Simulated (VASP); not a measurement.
# TiO2 (I4_1/amd) in VASP: single point with PBEsol

Aim: the single point of TiO2 with PBEsol.

Everything below comes from runs of VASP 6.6.1. Logs are shortened: lines on timing, memory, paths and dates and some standing lists are left out, and cuts for length are marked.

## (1) The cell of the first run

It takes space group I4_1/amd (No. 141, tetragonal). Conventional cell: a = 3.784 Å, b = 3.784 Å, c = 9.514 Å, α = 90.00°, β = 90.00°, γ = 90.00°. Ti (site symmetry -4m2) has 6 O at 1.93 to 1.98 Å within 2.6 Å. O (site symmetry 2mm) has 3 Ti at 1.93 to 1.98 Å and 2 O at 2.47 Å within 2.6 Å.

## (2) Single point, PBEsol

Contents of INCAR:

```
  ALGO = Normal
  EDIFF = 1E-6
  ENCUT = 520
  GGA = PS
  ISIF = 2
  ISMEAR = 0
  ISYM = 0
  LASPH = T
  LCHARG = F
  LREAL = F
  LWAVE = F
  NBANDS = 33
  NELM = 60
  PREC = Accurate
  SIGMA = 0.05
```

Contents of KPOINTS:

```
k-points
0
Gamma
  5 5 7
```

Contents of POSCAR:

```
TiO2
1.0
   -1.8922500000      1.8922500000      4.7571500000
    1.8922500000     -1.8922500000      4.7571500000
    1.8922500000      1.8922500000     -4.7571500000
Ti O
2 4
Direct
    0.0000000000      0.0000000000      0.0000000000
    0.7500000000      0.2500000000      0.5000000000
    0.2080600000      0.2080600000      0.0000000000
    0.9580600000      0.4580600000      0.5000000000
    0.5419400000      0.0419400000      0.5000000000
    0.7919400000      0.7919400000      0.0000000000
```

Potentials or basis: VASP PAW PBE potentials, release 64 (Ti_sv, O).

Started as:

```
$ cat potpaw_PBE.64/Ti_sv/POTCAR potpaw_PBE.64/O/POTCAR > POTCAR
$ mpirun -np 1 vasp_std > vasp.out
```

OUTCAR:

```text
EDIFF = 1E-6
   ENCUT = 520
   GGA = PS
   ISIF = 2
   ISMEAR = 0
   ISYM = 0
   LASPH = T
   LREAL = F
   NELM = 60
   PREC = Accurate

 ion  position               nearest neighbor table
   1  0.000  0.000  0.000-   5 1.93   4 1.93   5 1.93   4 1.93   3 1.98   6 1.98
   2  0.750  0.250  0.500-   6 1.93   3 1.93   6 1.93   3 1.93   4 1.98   5 1.98
   3  0.208  0.208  0.000-   2 1.93   2 1.93   1 1.98
   4  0.958  0.458  0.500-   1 1.93   1 1.93   2 1.98
   5  0.542  0.042  0.500-   1 1.93   1 1.93   2 1.98
   6  0.792  0.792  0.000-   2 1.93   2 1.93   1 1.98

IMPORTANT INFORMATION: All symmetrisations will be switched off!
NOSYMM: (Re-)initialisation of all symmetry stuff for point group C_1.

----------------------------------------------------------------------------------------

                                     Primitive cell

  volume of cell :      68.1340

  direct lattice vectors                    reciprocal lattice vectors
    -1.892250000  1.892250000  4.757150000     0.000000000  0.264235698  0.105104947
     1.892250000 -1.892250000  4.757150000     0.264235698  0.000000000  0.105104947
     1.892250000  1.892250000 -4.757150000     0.264235698  0.264235698  0.000000000

  length of vectors
     5.458177008  5.458177008  5.458177008     0.284372211  0.284372211  0.373685708

  position of ions in fractional coordinates (direct lattice)
     0.000000000  0.000000000  0.000000000
     0.750000000  0.250000000  0.500000000
     0.208060000  0.208060000  0.000000000
     0.958060000  0.458060000  0.500000000
     0.541940000  0.041940000  0.500000000
     0.791940000  0.791940000  0.000000000

  ion indices of the primitive-cell ions
   primitive index   ion index
                 1           1
                 2           2
                 3           3
                 4           4
                 5           5
                 6           6

----------------------------------------------------------------------------------------

 KPOINTS: k-points

Automatic generation of k-mesh.
 Grid dimensions read from file:
 generate k-points for:    5    5    7

 Generating k-lattice:

  Cartesian coordinates                     Fractional coordinates (reciprocal lattice)
     0.000000000  0.052847140  0.021020989     0.200000000 -0.000000000  0.000000000
     0.052847140  0.000000000  0.021020989    -0.000000000  0.200000000  0.000000000
     0.037747957  0.037747957  0.000000000     0.000000000  0.000000000  0.142857143

  Length of vectors
     0.056874442  0.056874442  0.053383673

  Shift w.r.t. Gamma in fractional coordinates (k-lattice)
     0.000000000  0.000000000  0.000000000

 -----------------------------------------------------------------------------
|                                                                             |
|           W    W    AA    RRRRR   N    N  II  N    N   GGGG   !!!           |
|           W    W   A  A   R    R  NN   N  II  NN   N  G    G  !!!           |
|           W    W  A    A  R    R  N N  N  II  N N  N  G       !!!           |
|           W WW W  AAAAAA  RRRRR   N  N N  II  N  N N  G  GGG   !            |
|           WW  WW  A    A  R   R   N   NN  II  N   NN  G    G                |
|           W    W  A    A  R    R  N    N  II  N    N   GGGG   !!!           |
|                                                                             |
|     Your reciprocal lattice and k-lattice belong to different lattice       |
|     classes:                                                                |
|                                                                             |
|        The reciprocal lattice is body-centered tetragonal,                  |
|        whereas your k-lattice is base-centered monoclinic.                  |
|                                                                             |
|     Results are often still useful ...                                      |
|                                                                             |
 -----------------------------------------------------------------------------

 WARNING: IBZKPT: internal override: KBLOWUP is changed to .FALSE.
      ... skipping the blow-up phase ...

 Subroutine IBZKPT returns following result:
 ===========================================

 Found     88 irreducible k-points:

 Following reciprocal coordinates:
            Coordinates               Weight
  0.000000  0.000000  0.000000      1.000000
  0.200000 -0.000000  0.000000      2.000000
  0.400000 -0.000000 -0.000000      2.000000
 -0.000000  0.200000  0.000000      2.000000
  0.200000  0.200000  0.000000      2.000000
  0.400000  0.200000  0.000000      2.000000
[... 16 lines left out ...]
 -0.200000  0.200000  0.142857      2.000000
 -0.000000  0.400000  0.142857      2.000000
 [... further k-points ...]
   k-points           NKPTS =     88   k-points in BZ     NKDIM =     88   number of bands    NBANDS=     33
   number of dos      NEDOS =    301   number of ions     NIONS =      6
   total plane-waves  NPLWV =  74088
   dimension x,y,z NGX =    42 NGY =   42 NGZ =   42
   dimension x,y,z NGXF=    84 NGYF=   84 NGZF=   84
   ions per type =               2   4
   NGX,Y,Z   is equivalent  to a cutoff of  12.79, 12.79, 12.79 a.u.
   NGXF,Y,Z  is equivalent  to a cutoff of  25.58, 25.58, 25.58 a.u.
 SYSTEM =  unknown system
   PREC   = accura    normal or accurate (medium, high low for compatibility)
   ISTART =      0    job   : 0-new  1-cont  2-samecut
   ICHARG =      2    charge: 1-file 2-atom 10-const
   ISPIN  =      1    spin polarized calculation?
   LNONCOLLINEAR =      F non collinear calculations
   LSORBIT =      F    spin-orbit coupling
   LASPH  =      T    aspherical Exc in radial PAW
   ENCUT  =  520.0 eV  38.22 Ry    6.18 a.u.  10.15 10.15 10.15*2*pi/ulx,y,z
   NELM   =     60;   NELMIN=  2; NELMDL= -5     # of ELM steps
   EDIFF  = 0.1E-05   stopping-criterion for ELM
   LREAL  =      F    real-space projection
   EDIFFG = 0.1E-04   stopping-criterion for IOM
   NSW    =      0    number of steps for IOM
   IBRION =     -1    ionic relax: 0-MD 1-quasi-New 2-CG
   NFREE  =      0    steps in history (QN), initial steepest desc. (CG)
   ISIF   =      2    stress and relaxation
   ISYM   =      0    0-nonsym 1-usesym 2-fastsym
   POTIM  = 0.5000    time-step for ionic-motion
   TEBEG  =    0.0;   TEEND  =   0.0 temperature during run
   PSTRESS=    0.0 pullay stress
   NELECT =      48.0000    total number of electrons
   NUPDOWN=      -1.0000    fix difference up-down
   EMIN   =  10.00;   EMAX   =-10.00  energy-range for DOS
   EFERMI =   0.00;   METHOD = LEGACY
   ISMEAR =     0;   SIGMA  =   0.05  broadening in eV -4-tet -1-fermi 0-gaus
   EFERMI_NEDOS =   21; number of points for ismear=-14 and -15
   IALGO  =     38    algorithm
   IMIX   =      4    mixing-type and parameters
     AMIX     =   0.40;   BMIX     =  1.00
     AMIX_MAG =   1.60;   BMIX_MAG =  1.00
  volume/ion in A,a.u.               =      11.36        76.63
  Fermi-wavevector in a.u.,A,eV,Ry     =   1.456691  2.752746 28.870845  2.121947
  Thomas-Fermi vector in A             =   2.573579
   LORBIT       =      0    0 simple, 1 ext, 2 COOP (PROOUT), +10 PAW based schemes
   GGA     = PS    functional components
   LHFCALC =     F    Hartree Fock is set to
   AEXX    =    0.0000 exact exchange contribution
   IVDW    =     0    specifies the selected vdW correction
   LEPSILON=     F    determine dielectric tensor
   LRPA    =     F    only Hartree local field effects (RPA)
 non-spin polarized calculation
 Gauss-broadening in eV      SIGMA  =   0.05
  energy-cutoff  :      520.00
  volume of cell :       68.13
 maximum number of plane-waves:      1850
 NGX is ok and might be reduce to    42
   NGX = 21   NGY = 21   NGZ = 21

 number of electron      47.9999989 magnetization

 Free energy of the ion-electron system (eV)
  ---------------------------------------------------
  ext. energy  EPLUGINS =         0.00000000
  ---------------------------------------------------
  free energy    TOTEN  =       -56.21721532 eV

  energy without entropy =      -56.21721532  energy(sigma->0) =      -56.21721532

 E-fermi :   3.5195     XC(G=0): -11.0174

 val. band max:        3.2867269665   @ k =   0.0000   0.0000   0.4286
 cond. band min:       5.3360234437   @ k =   0.0000   0.0000   0.0000
 fundamental gap:      2.0492964772
 Fermi energy:         3.5195234157

 k-point     1 :       0.0000    0.0000    0.0000
  band No.  band energies     occupation
      1     -52.8525      2.00000
      2     -52.7898      2.00000
      3     -29.4407      2.00000
      4     -29.1931      2.00000
      5     -29.1931      2.00000
      6     -29.1189      2.00000
[... 25 lines left out ...]
     32       8.6234      0.00000
     33       8.6407      0.00000

 k-point     2 :       0.2000   -0.0000    0.0000
  band No.  band energies     occupation
      1     -52.8473      2.00000
      2     -52.7934      2.00000
      3     -29.4303      2.00000
      4     -29.2401      2.00000
      5     -29.1965      2.00000
      6     -29.1370      2.00000
[... 25 lines left out ...]
     32       9.0006      0.00000
     33       9.3711      0.00000

 k-point     3 :       0.4000   -0.0000   -0.0000
  band No.  band energies     occupation
      1     -52.8368      2.00000
      2     -52.8013      2.00000
      3     -29.4134      2.00000
      4     -29.3141      2.00000
      5     -29.2012      2.00000
      6     -29.1548      2.00000
[... 25 lines left out ...]
     32       9.3301      0.00000
     33       9.8258      0.00000

 k-point     4 :      -0.0000    0.2000    0.0000
  band No.  band energies     occupation
      1     -52.8473      2.00000
      2     -52.7934      2.00000
      3     -29.4303      2.00000
      4     -29.2401      2.00000
      5     -29.1965      2.00000
      6     -29.1370      2.00000
[... 673 lines left out ...]
     32      10.0710      0.00000
     33      10.3481      0.00000

 k-point    23 :      -0.2000    0.2000    0.1429
  band No.  band energies     occupation
      1     -52.8421      2.00000
      2     -52.7964      2.00000
      3     -29.4345      2.00000
      4     -29.2847      2.00000
      5     -29.1998      2.00000
      6     -29.1647      2.00000
[... 25 lines left out ...]
     32       9.3483      0.00000
     33      10.0899      0.00000

 k-point    24 :      -0.0000    0.4000    0.1429
  band No.  band energies     occupation
      1     -52.8320      2.00000
      2     -52.8048      2.00000
      3     -29.4068      2.00000
      4     -29.3319      2.00000
      5     -29.2187      2.00000
      6     -29.1717      2.00000
[... 25 lines left out ...]
     32       9.8490      0.00000
     33       9.9587      0.00000

 [... further k-points ...]
[... 5 lines left out ...]
  --------------------------------------------------------------------------------------
  -------------------------------------------------------------------------------------
  Total       -0.3133044     -0.3133164      0.1503690     -0.0001456     -0.0000561     -0.0000572
  in kB       -7.3673828     -7.3676655      3.5359409     -0.0034235     -0.0013189     -0.0013450
  external PRESSURE =      -3.7330358 kB  Pullay stress =       0.0000000 kB

 VOLUME and BASIS-vectors are now :
 -----------------------------------------------------------------------------
  energy-cutoff  :      520.00
  volume of cell :       68.13
      direct lattice vectors                 reciprocal lattice vectors
    -1.892250000  1.892250000  4.757150000     0.000000000  0.264235698  0.105104947
     1.892250000 -1.892250000  4.757150000     0.264235698  0.000000000  0.105104947
     1.892250000  1.892250000 -4.757150000     0.264235698  0.264235698  0.000000000

 POSITION                                       TOTAL-FORCE (eV/Angst)
 -----------------------------------------------------------------------------------
      0.00000      0.00000      0.00000         0.000061     -0.000062      0.000009
     -0.00000      1.89225      2.37858        -0.000063      0.000064     -0.000010
      0.00000      0.00000      1.97955         0.000033     -0.000033      0.018413
     -0.00000      1.89225      4.35812        -0.000023      0.000028      0.018472
      0.00000      1.89225      0.39903        -0.000027      0.000028     -0.018494
      0.00000      0.00000      7.53475         0.000019     -0.000026     -0.018389
 -----------------------------------------------------------------------------------
    total drift:                               -0.000003      0.000002     -0.000012

  FREE ENERGIE OF THE ION-ELECTRON SYSTEM (eV)
  ---------------------------------------------------
  free  energy   TOTEN  =       -56.2172153226 eV

  energy  without entropy=      -56.2172153226  energy(sigma->0) =      -56.21721532
```

Run time: 8.8 min. Hardware: 1 thread of Intel Xeon Platinum 8375C at 2.90GHz (Ice Lake), shared host; peak memory 0.34 GiB.

Results:

| Property | Result |
| --- | --- |
| Free energy | -56.2172 eV |
| Pressure | -0.4 GPa |
| Largest force | 0.018 eV/Å |
| Band gap on the k mesh | 2.05 eV, indirect (least direct gap 2.50 eV) |

Forces on the atoms (eV/Å):
```
Ti   0.000  0.000  0.000
Ti   0.000  0.000  0.000
O    0.000  0.000  0.018
O    0.000  0.000  0.018
O    0.000  0.000 -0.018
O    0.000  0.000 -0.018
```

Caveat: the PAW data sets were made with another functional, which shifts forces and pressure a little. As with any semilocal functional, this PBEsol gap is likely too small.
